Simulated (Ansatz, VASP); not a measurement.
## One calculation of Ba2MgSb2, two programs

File INCAR:

```
PREC     = Accurate       # precision mode
ENCUT    = 600            # plane-wave cutoff, eV
EDIFF    = 1E-6           # SCF threshold, eV
ISMEAR   = 0              # smearing method
SIGMA    = 0.1            # smearing width, eV
LREAL    = False          # projectors in reciprocal space
LASPH    = True           # aspherical terms in the spheres
NELM     = 80             # most SCF steps
ALGO     = Normal         # electronic algorithm
ISIF     = 3              # what is computed and relaxed
LWAVE    = False          # write WAVECAR
LCHARG   = False          # write CHGCAR
GGA      = PE             # functional
IBRION   = 2              # ionic algorithm
NSW      = 90             # ionic steps
EDIFFG   = -0.04          # ionic threshold
```

File KPOINTS:

```
regular mesh
0
Gamma
  6 6 2
```

The input POSCAR:

```
Ba2MgSb2
1.0
    4.9665912916      0.0000000000      0.0000000000
   -2.4832956459      4.3011942287      0.0000000000
    0.0000000000      0.0000000000      7.7914483228
Ba Mg Sb
2 1 2
Direct
    0.3333333333      0.6666666667      0.6444000000
    0.6666666667      0.3333333333      0.3556000000
    0.0000000000      0.0000000000      0.0000000000
    0.3333333333      0.6666666667      0.2599000000
    0.6666666667      0.3333333333      0.7401000000
```

Input for Ansatz:

```yaml
crystal:
  lattice:
    - [4.9665912916, 0.0, 0.0]
    - [-2.4832956459, 4.3011942287, 0.0]
    - [0.0, 0.0, 7.7914483228]
  atoms:
    - { symbol: Ba, position: [0.3333333333, 0.6666666667, 0.6444] }
    - { symbol: Ba, position: [0.6666666667, 0.3333333333, 0.3556] }
    - { symbol: Mg, position: [0.0, 0.0, 0.0] }
    - { symbol: Sb, position: [0.3333333333, 0.6666666667, 0.2599] }
    - { symbol: Sb, position: [0.6666666667, 0.3333333333, 0.7401] }
basis:
  ecutwfc: 420
kpoints:
  mp_grid: { grid: [6, 6, 2] }
hamiltonian:
  xc: pbe
scf:
  occupations: { method: gaussian, width: 0.1 }
  lower_state_search: "off"
output:
  forces: true
  stress: true
  eigenvalues: true
relax:
  adjacent_minimum: "off"
  f_tol: 0.04
  max_steps: 70
  cell: { stress_tol: 0.4 }
```

Alike in both runs: task relaxation of cell and atoms; functional PBE; k mesh 6 × 6 × 2; occupations gaussian, width 0.1 eV; no spin polarisation.

|  | VASP | Ansatz |
| --- | --- | --- |
| version | VASP 6.6.1 | Ansatz 0.2.0 |
| potentials or method | VASP PAW PBE potentials, release 64 (Ba_sv, Mg, Sb), cutoff 600 eV | scalar-relativistic, plane waves, PAW |
| valence electrons in the cell | 32 | 60 |

Ansatz gave:

```
gap on the k mesh at the Fermi level, each at its own relaxed structure (eV) : none
relaxed volume (Å³/atom)                                                     : 39.77
relaxed cell length with the largest relative difference (Å)                 : 5.602
```

Q: Estimate VASP's values.

A: gap on the k mesh at the Fermi level, each at its own relaxed structure (eV): none; relaxed volume (Å³/atom): 40.03; relaxed cell length with the largest relative difference (Å): 5.618.

A gap of «none» marks a metal or a gap that the smearing closes. VASP's potentials hold 32 valence electrons a cell and Ansatz's 60, so a difference there can come from the potentials and not from the codes.

The k mesh is coarse, so the values compare programs but aren't converged. Spin-orbit coupling is off throughout. Noted on VASP's run: the volume moved by over 15 % at a fixed basis, so the end points are rough.
